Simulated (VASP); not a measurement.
# TeAs2 (I4_1/amd) in VASP: further runs

The runs below take TeAs2 through single point, with PBEsol.

All numbers are computed with VASP 6.6.1; they aren't measurements. Logs are shortened: lines on timing, memory, paths and dates and some standing lists are left out, and cuts for length are marked.

**1. The cell of the first run**

The structure is tetragonal, space group I4_1/amd (No. 141). Conventional cell: a = 7.113 Å, b = 7.113 Å, c = 5.881 Å, α = 90.00°, β = 90.00°, γ = 90.00°. Te (site symmetry -4m2) has 4 As at 2.83 Å within 3.7 Å. Within 3.7 Å of As (site symmetry 2/m) lie 2 Te at 2.83 Å and 6 As at 2.91 to 3.56 Å.

**2. Single point, PBEsol**

Input file INCAR:

```
  PREC = Accurate
  ENCUT = 520
  EDIFF = 1E-6
  ISMEAR = 1
  SIGMA = 0.3
  LREAL = False
  LASPH = True
  NELM = 80
  ALGO = Normal
  ISIF = 2
  LWAVE = False
  LCHARG = False
  GGA = PS
  NBANDS = 25
```

Input file KPOINTS:

```
Automatic mesh
0
Gamma
  8 8 8
```

Input file POSCAR:

```
TeAs2
1.0
   -3.5564540000      3.5564540000      2.9405160000
    3.5564540000     -3.5564540000      2.9405160000
    3.5564540000      3.5564540000     -2.9405160000
Te As
2 4
Direct
    0.7500000000      0.2500000000      0.5000000000
    0.0000000000      0.0000000000      0.0000000000
    0.3750000000      0.6250000000      0.2500000000
    0.3750000000      0.1250000000      0.7500000000
    0.3750000000      0.6250000000      0.7500000000
    0.8750000000      0.6250000000      0.2500000000
```

Potentials or basis: VASP PAW PBE potentials, release 64 (Te, As).

On the command line:

```console
> cat potpaw_PBE.64/Te/POTCAR potpaw_PBE.64/As/POTCAR > POTCAR
> mpirun -np 1 vasp_std > vasp.out
```

OUTCAR:

```text
PREC = Accurate
   ENCUT = 520
   EDIFF = 1E-6
   ISMEAR = 1
   LREAL = False
   LASPH = True
   NELM = 80
   ISIF = 2
   GGA = PS

 ion  position               nearest neighbor table
   1  0.750  0.250  0.500-   4 2.83   6 2.83   5 2.83   3 2.83
   2  0.000  0.000  0.000-   4 2.83   6 2.83   3 2.83   5 2.83
   3  0.375  0.625  0.250-   1 2.83   2 2.83   6 2.91   5 2.91   5 2.91   6 2.91
   4  0.375  0.125  0.750-   1 2.83   2 2.83   5 2.91   6 2.91   5 2.91   6 2.91
   5  0.375  0.625  0.750-   2 2.83   1 2.83   4 2.91   3 2.91   4 2.91   3 2.91
   6  0.875  0.625  0.250-   1 2.83   2 2.83   3 2.91   4 2.91   3 2.91   4 2.91

  LATTYP: Found a body centered tetragonal cell.
 ALAT       =     7.1129080000
 C/A-ratio  =     0.8268112001

  Lattice vectors:

 A1 = (  -3.5564540000,   3.5564540000,   2.9405160000)
 A2 = (   3.5564540000,  -3.5564540000,   2.9405160000)
 A3 = (   3.5564540000,   3.5564540000,  -2.9405160000)

Analysis of symmetry for initial positions (statically):
=====================================================================
 Subroutine PRICEL returns:
 Original cell was already a primitive cell.

 Routine SETGRP: Setting up the symmetry group for a
 body centered tetragonal supercell.

 Subroutine GETGRP returns: Found 16 space group operations
 (whereof  8 operations were pure point group operations)
 out of a pool of 16 trial point group operations.

The static configuration has the point symmetry D_2d.
 The point group associated with its full space group is D_4h.

Analysis of symmetry for dynamics (positions and initial velocities):
=====================================================================
 Subroutine PRICEL returns:
 Original cell was already a primitive cell.

 Routine SETGRP: Setting up the symmetry group for a
 body centered tetragonal supercell.

 Subroutine GETGRP returns: Found 16 space group operations
 (whereof  8 operations were pure point group operations)
 out of a pool of 16 trial point group operations.

The dynamic configuration has the point symmetry D_2d.
 The point group associated with its full space group is D_4h.

 Subroutine INISYM returns: Found 16 space group operations
 (whereof  8 operations are pure point group operations),
 and found     1 'primitive' translations

----------------------------------------------------------------------------------------
[... 102 lines left out ...]
   LREAL  =      F    real-space projection
   EDIFFG = 0.1E-04   stopping-criterion for IOM
   NSW    =      0    number of steps for IOM
   IBRION =     -1    ionic relax: 0-MD 1-quasi-New 2-CG
   NFREE  =      0    steps in history (QN), initial steepest desc. (CG)
   ISIF   =      2    stress and relaxation
   ISYM   =      2    0-nonsym 1-usesym 2-fastsym
   POTIM  = 0.5000    time-step for ionic-motion
   TEBEG  =    0.0;   TEEND  =   0.0 temperature during run
   PSTRESS=    0.0 pullay stress
   NELECT =      32.0000    total number of electrons
   NUPDOWN=      -1.0000    fix difference up-down
   EMIN   =  10.00;   EMAX   =-10.00  energy-range for DOS
   EFERMI =   0.00;   METHOD = LEGACY
   ISMEAR =     1;   SIGMA  =   0.30  broadening in eV -4-tet -1-fermi 0-gaus
   EFERMI_NEDOS =   21; number of points for ismear=-14 and -15
   IALGO  =     38    algorithm
   IMIX   =      4    mixing-type and parameters
     AMIX     =   0.40;   BMIX     =  1.00
     AMIX_MAG =   1.60;   BMIX_MAG =  1.00
  volume/ion in A,a.u.               =      24.80       167.33
  Fermi-wavevector in a.u.,A,eV,Ry     =   0.980887  1.853607 13.090692  0.962139
  Thomas-Fermi vector in A             =   2.111851
   LORBIT       =      0    0 simple, 1 ext, 2 COOP (PROOUT), +10 PAW based schemes
   GGA     = PS    functional components
   LHFCALC =     F    Hartree Fock is set to
   AEXX    =    0.0000 exact exchange contribution
   IVDW    =     0    specifies the selected vdW correction
   LEPSILON=     F    determine dielectric tensor
   LRPA    =     F    only Hartree local field effects (RPA)
 non-spin polarized calculation
 Methfessel and Paxton  Order N= 1 SIGMA  =   0.30
  energy-cutoff  :      520.00
  volume of cell :      148.77
 maximum number of plane-waves:      4035
 NGX is ok and might be reduce to    48
   NGX = 21   NGY = 21   NGZ = 21

 number of electron      31.9999998 magnetization

 Free energy of the ion-electron system (eV)
  ---------------------------------------------------
  ext. energy  EPLUGINS =         0.00000000
  ---------------------------------------------------
  free energy    TOTEN  =       -26.34192222 eV

  energy without entropy =      -26.33646194  energy(sigma->0) =      -26.34010213

 E-fermi :   5.5083     XC(G=0):  -9.9800

 val. band max:        5.5016979602   @ k =   0.2500   0.2500  -0.0000
 cond. band min:       5.5084290739   @ k =  -0.2500   0.2500   0.1250
 fundamental gap:      0.0067311137
 Fermi energy:         5.5082509851

 k-point     1 :       0.0000    0.0000    0.0000
  band No.  band energies     occupation
      1      -8.4705      2.00000
      2      -5.3360      2.00000
      3      -4.6532      2.00000
      4      -4.6532      2.00000
      5      -3.8567      2.00000
      6      -3.3455      2.00000
[... 661 lines left out ...]
     24       9.9954     -0.00000
     25      11.0022     -0.00000

 [... further k-points ...]

------------------------ aborting loop because EDIFF is reached ----------------------------------------

  FORCE on cell =-STRESS in cart. coord.  units (eV):
  Direction    XX          YY          ZZ          XY          YZ          ZX
  --------------------------------------------------------------------------------------
  -------------------------------------------------------------------------------------
  Total       -3.0398319     -3.0398319     -4.2121810      0.0000000      0.0000000      0.0000000
  in kB      -32.7372518    -32.7372518    -45.3627816      0.0000000      0.0000000      0.0000000
  external PRESSURE =     -36.9457617 kB  Pullay stress =       0.0000000 kB

 VOLUME and BASIS-vectors are now :
 -----------------------------------------------------------------------------
  energy-cutoff  :      520.00
  volume of cell :      148.77
      direct lattice vectors                 reciprocal lattice vectors
    -3.556454000  3.556454000  2.940516000     0.000000000  0.140589475  0.170038184
     3.556454000 -3.556454000  2.940516000     0.140589475  0.000000000  0.170038184
     3.556454000  3.556454000 -2.940516000     0.140589475  0.140589475  0.000000000

 POSITION                                       TOTAL-FORCE (eV/Angst)
 -----------------------------------------------------------------------------------
      0.00000      3.55645      1.47026        -0.000000     -0.000000      0.000000
      0.00000      0.00000      0.00000        -0.000000      0.000000     -0.000000
      1.77823     -0.00000      2.20539         0.000000     -0.000000      0.000000
      1.77823      3.55645     -0.73513         0.000000     -0.000000      0.000000
      3.55645      1.77823      0.73513         0.000000     -0.000000      0.000000
     -0.00000      1.77823      3.67564         0.000000     -0.000000      0.000000
 -----------------------------------------------------------------------------------
    total drift:                                0.000000     -0.000000      0.000000

  FREE ENERGIE OF THE ION-ELECTRON SYSTEM (eV)
  ---------------------------------------------------
  free  energy   TOTEN  =       -26.3419222201 eV

  energy  without entropy=      -26.3364619391  energy(sigma->0) =      -26.34010213
```

OSZICAR:

```text
N       E                     dE             d eps       ncg     rms          rms(c)
DAV:   1     0.122797365519E+03    0.12280E+03   -0.11930E+04  2950   0.105E+03
DAV:   2    -0.163371386727E+02   -0.13913E+03   -0.13044E+03  3795   0.163E+02
DAV:   3    -0.262231488593E+02   -0.98860E+01   -0.95688E+01  3840   0.432E+01
DAV:   4    -0.263746013400E+02   -0.15145E+00   -0.15099E+00  3406   0.612E+00
DAV:   5    -0.263769212256E+02   -0.23199E-02   -0.23186E-02  3699   0.853E-01    0.965E+00
DAV:   6    -0.263509056538E+02    0.26016E-01   -0.18349E-02  3403   0.787E-01    0.576E+00
DAV:   7    -0.263419104404E+02    0.89952E-02   -0.26276E-02  3522   0.728E-01    0.604E-01
DAV:   8    -0.263419813060E+02   -0.70866E-04   -0.10126E-03  3502   0.164E-01    0.287E-01
DAV:   9    -0.263419256345E+02    0.55671E-04   -0.22212E-04  3425   0.645E-02    0.766E-02
DAV:  10    -0.263419228334E+02    0.28011E-05   -0.66473E-06  3418   0.132E-02    0.168E-02
DAV:  11    -0.263419222201E+02    0.61333E-06   -0.66552E-07  1822   0.413E-03
   1 F= -.26341922E+02 E0= -.26340102E+02  d E =-.546028E-02
```

stdout:

```text
POSCAR found type information on POSCAR TeAs
 POSCAR found :  2 types and       6 ions
 scaLAPACK will be used
 -----------------------------------------------------------------------------
|                                                                             |
|                                                                             |
|     You enforced a specific xc type in the INCAR file but a different       |
|     I HOPE YOU KNOW WHAT YOU ARE DOING!                                     |
|                                                                             |
 -----------------------------------------------------------------------------

 LDA part: xc-table for (Slater+PW92), standard interpolation
 POSCAR, INCAR and KPOINTS ok, starting setup
 FFT: planning ... GRIDC
 FFT: planning ... GRID_SOFT
 FFT: planning ... GRID
 WAVECAR not read
 entering main loop
```

Wall time 2.2 min (1 thread of Intel Xeon 6975P-C (Granite Rapids), shared host); peak memory 0.43 GiB.

What came out:

```
Free energy            : -26.3419 eV
Pressure               : -3.7 GPa
Band gap on the k mesh : zero (bands 16 and 17 overlap by 0.55 eV)
```

Caveat: the cell stands under tension; so wide a smearing shifts energies and pressures; the PAW data sets were made with another functional, which shifts forces and pressure a little; spin-orbit coupling is left out, which moves the levels of the heavy elements.

**3. Single point, PBEsol**

Input file INCAR:

```
SYSTEM = TeAs2
PREC = Accurate ; ENCUT = 520
EDIFF = 1E-6 ; ISMEAR = 1
SIGMA = 0.5 ; LREAL = .FALSE.
LASPH = .TRUE. ; NELM = 60
ALGO = Normal ; ISIF = 2
LWAVE = .FALSE. ; LCHARG = .TRUE.
GGA = PS ; LELF = .TRUE.
LVHAR = .TRUE. ; NBANDS = 25
```

Input file KPOINTS:

```
Automatic mesh
0
G
  8 8 8
  0 0 0
```

POSCAR is that of step 2.

Potentials or basis: VASP PAW PBE potentials, release 64 (Te, As).

On the command line:

```console
> cat potpaw_PBE.64/Te/POTCAR potpaw_PBE.64/As/POTCAR > POTCAR
> mpirun -np 1 vasp_std > vasp.out
```

It took 2 min on 1 thread of Intel Xeon 6975P-C (Granite Rapids), shared host; peak memory 0.42 GiB.

It converged, with:

- Free energy: -26.3444 eV
- Pressure: -3.7 GPa
- Band gap on the k mesh: zero (bands 16 and 17 overlap by 0.56 eV)

Stress tensor (GPa, compression positive):
```
-3.20  0.00  0.00
 0.00 -3.20  0.00
 0.00  0.00 -4.67
```

Levels at points of the mesh, in eV from the Fermi level:
```tsv
k point	band 12	band 13	band 14	band 15	band 16	band 17	band 18	band 19	band 20	band 21
(0.00, 0.00, 0.00)	-2.76	-2.76	-2.09	-2.09	-0.68	1.69	3.04	3.04	3.81	3.98
(0.50, 0.00, 0.00)	-2.00	-1.56	-0.88	-0.34	-0.34	-0.15	0.21	1.40	1.64	2.79
(0.50, 0.50, 0.00)	-2.06	-1.12	-1.12	-0.97	-0.97	-0.23	-0.23	1.99	1.99	3.47
(0.50, 0.50, 0.50)	-2.80	-0.75	-0.75	0.08	0.08	0.14	0.14	0.74	0.74	2.75
```

Caveat: the cell stands under tension; so wide a smearing shifts energies and pressures; the PAW data sets were made with another functional, which shifts forces and pressure a little; spin-orbit coupling is left out, which moves the levels of the heavy elements.

**4. Single point, PBEsol**

Input file INCAR:

```
SYSTEM = TeAs2
PREC = Accurate
ENCUT = 520
EDIFF = 1E-6
ISMEAR = -5
SIGMA = 0.1
LREAL = .FALSE.
LASPH = .TRUE.
NELM = 80
ALGO = Normal
ISIF = 2
LWAVE = .FALSE.
LCHARG = .FALSE.
GGA = PS
NBANDS = 25
```

Input file KPOINTS:

```
regular mesh
0
G
  8 8 8
  0 0 0
```

POSCAR is that of step 3.

On the command line:

```console
> cat potpaw_PBE.64/Te/POTCAR potpaw_PBE.64/As/POTCAR > POTCAR
> mpirun -np 1 vasp_std > vasp.out
```

Wall time 2 min (1 thread of Intel Xeon 6975P-C (Granite Rapids), shared host); peak memory 0.43 GiB.

Results (log left out):

```
Free energy            : -26.3391 eV
Pressure               : -3.6 GPa
Band gap on the k mesh : zero (bands 16 and 17 overlap by 0.56 eV)
```

Stress tensor (GPa, compression positive):
```
-3.26  0.00  0.00
 0.00 -3.26  0.00
 0.00  0.00 -4.39
```

Levels at points of the mesh, in eV from the Fermi level:
```
           k point  band 13  band 14  band 15  band 16  band 17  band 18  band 19  band 20
(0.00, 0.00, 0.00)    -2.74    -2.09    -2.09    -0.67     1.69     3.04     3.04     3.82
(0.50, 0.00, 0.00)    -1.55    -0.87    -0.34    -0.34    -0.15     0.22     1.40     1.65
(0.50, 0.50, 0.00)    -1.12    -1.12    -0.96    -0.96    -0.22    -0.22     2.00     2.00
(0.50, 0.50, 0.50)    -0.75    -0.75     0.08     0.08     0.14     0.14     0.75     0.75
```

Caveat: the cell stands under tension; the PAW data sets were made with another functional, which shifts forces and pressure a little; spin-orbit coupling is left out, which moves the levels of the heavy elements; tetrahedron occupations give inexact forces and stress in metals.

**5. Overview**

```csv
smearing,gap on the mesh (eV),pressure (GPa)
methfessel-paxton 0.3 eV,none,-3.7
methfessel-paxton 0.5 eV,none,-3.7
tetrahedron,none,-3.6
```

Alike in all rows: task single point; level PBEsol; potentials or basis VASP PAW PBE potentials, release 64 (Te, As); no spin polarisation; cell as given; k mesh 8 × 8 × 8; cutoff (eV) 520.

Caveats: the cell stands under tension; the PAW data sets were made with another functional, which shifts forces and pressure a little; spin-orbit coupling is left out, which moves the levels of the heavy elements; so wide a smearing shifts energies and pressures (at least some runs); tetrahedron occupations give inexact forces and stress in metals (at least some runs).

Total energies depend on the potentials used, so only differences within one code and one set of settings carry meaning.
